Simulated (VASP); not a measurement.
A run of VASP 6.6.1 is set up as follows.

File INCAR:

```
ALGO = Normal
EDIFF = 1E-6
ENCUT = 520
GGA = PS
ISIF = 2
ISMEAR = 0
LASPH = T
LCHARG = F
LREAL = F
LWAVE = F
NBANDS = 16
NELM = 60
PREC = Accurate
SIGMA = 0.15
```

The input KPOINTS:

```
k-points
0
Gamma
  16 16 16
```

The input POSCAR:

```
InSb
1.0
    0.0000000000      3.5207233848      2.9991347352
    3.5207233848      0.0000000000      2.9991347352
    3.5207233848      3.5207233848      0.0000000000
In Sb
1 1
Direct
    0.0000000000      0.0000000000      0.0000000000
    0.7500000000      0.7500000000      0.7500000000
```

Potentials or basis: VASP PAW PBE potentials, release 64 (In_d, Sb).

Run with:

```sh
$ cat potpaw_PBE.64/In_d/POTCAR potpaw_PBE.64/Sb/POTCAR > POTCAR
$ mpirun -np 1 vasp_std > vasp.out
```

(1) What does it give for the pressure?

(2) What does it give for the band gap on the k mesh?

## Answers

(1) -2.8 GPa.

(2) zero (band 9 reaches 4.30 eV, above the bottom of band 10 at 4.22 eV).

Caveat: the cell differs from its parent crystal (strain +0.080 along x and y, -0.080 along z); the PAW data sets were made with another functional, which shifts forces and pressure a little; spin-orbit coupling is left out, which moves the levels of the heavy elements.
